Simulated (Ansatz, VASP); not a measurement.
## Ga2O3 in VASP and in Ansatz

```xyz
5
Lattice="3.0246 0.0000 0.0000 -1.5123 2.6194 0.0000 0.0000 0.0000 7.5061" Properties=species:S:1:pos:R:3 pbc="T T T"
Ga    0.0000    1.7462    1.4160
Ga    1.5123    0.8731    6.0900
O     0.0000    0.0000    0.0000
O     0.0000    1.7462    5.3511
O     1.5123    0.8731    2.1550
```

Alike in both runs: task single point; functional PBE; k mesh 9 × 9 × 4; no spin polarisation.

|  | VASP | Ansatz |
| --- | --- | --- |
| version | VASP 6.6.1 | Ansatz 0.2.0 |
| potentials or method | VASP PAW PBE potentials, release 64 (Ga_d, O) | plane waves, PAW |
| plane-wave cutoff (eV) | 520 | 420 |
| occupations | gaussian, width 0.01 eV | fixed |
| valence electrons in the cell | 44 | 44 |

Ansatz gave:

| Item | Value |
| --- | --- |
| gap on the k mesh at the Fermi level (eV) | 2.56 |
| pressure (GPa) | 0.0 |
| traceless stress, the component that is largest in VASP (GPa) | 0.01 |
| rms of the force components (eV/Å) | 0.001 |

Question: Which values does VASP return?

Answer: gap on the k mesh at the Fermi level (eV): 2.54; pressure (GPa): 0.7; traceless stress, the component that is largest in VASP (GPa): -0.35; rms of the force components (eV/Å): 0.012.

Atom by atom the forces differ by 0.013 eV/Å (rms over components).
